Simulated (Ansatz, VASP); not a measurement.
# MgSb2 in VASP and in Ansatz

```xyz
6
Lattice="4.6180 -2.8912 0.0000 4.6180 2.8912 0.0000 0.0000 0.0000 5.5119" Properties=species:S:1:pos:R:3 pbc="T T T"
Mg    4.6180    1.0646    4.1339
Mg    4.6180   -1.0646    1.3780
Sb    3.0864   -1.7370    4.1339
Sb    6.1496   -1.7370    4.1339
Sb    3.0864    1.7370    1.3780
Sb    6.1496    1.7370    1.3780
```

Alike in both runs: task single point; functional PBEsol; dispersion D4; k mesh 4 × 4 × 4; occupations fermi-dirac, width 0.1 eV; no spin polarisation.

|  | VASP | Ansatz |
| --- | --- | --- |
| version | VASP 6.6.1 | Ansatz 0.2.0 |
| potentials or method | VASP PAW PBE potentials, release 64 (Mg, Sb), cutoff 520 eV | plane waves, PAW |
| valence electrons in the cell | 24 | 80 |

|  | VASP | Ansatz | Ansatz less VASP |
| --- | --- | --- | --- |
| pressure (GPa) | -1.1 | -1.1 | -0.06 |
| traceless stress, the component that is largest in VASP (GPa) | 2.33 | 2.26 | -0.070 |

VASP's potentials were made for PBE, not for PBEsol. VASP's potentials hold 24 valence electrons a cell and Ansatz's 80, so a difference there can come from the potentials and not from the codes.

Spin-orbit coupling is off throughout.
